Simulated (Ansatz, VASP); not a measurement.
**Zr2BiN2: VASP beside Ansatz**

```
CELL_PARAMETERS angstrom
6.02779 0.00000 0.00000
0.00000 6.02779 0.00000
0.00000 0.00000 3.99501
ATOMIC_POSITIONS crystal
Zr 0.50000 0.00000 0.00000
Zr 0.00000 0.50000 0.00000
Bi 0.50000 0.50000 0.00000
N 0.50000 0.00000 0.50000
N 0.00000 0.50000 0.50000
```

Alike in both runs: task relaxation of cell and atoms; functional PBE; k mesh 6 × 6 × 10; occupations gaussian, width 0.1 eV; no spin polarisation.

```csv
,VASP,Ansatz
version,VASP 6.6.1,Ansatz 0.2.0
potentials or method,"VASP PAW PBE potentials, release 64 (Zr_sv, Bi_d, N), cutoff 600 eV","scalar-relativistic, plane waves, PAW"
valence electrons in the cell,49,49
```

|  | VASP | Ansatz | Ansatz less VASP |
| --- | --- | --- | --- |
| gap on the k mesh at the Fermi level, each at its own relaxed structure (eV) | none | none | - |
| relaxed volume (Å³/atom) | 29.66 | 29.69 | +0.032 |
| relaxed length of the cell vector where the two differ most in proportion (Å) | 6.093 | 6.099 | +0.0066 |

A gap of «none» marks a metal or a gap that the smearing closes.

Neither program's run includes spin-orbit coupling.
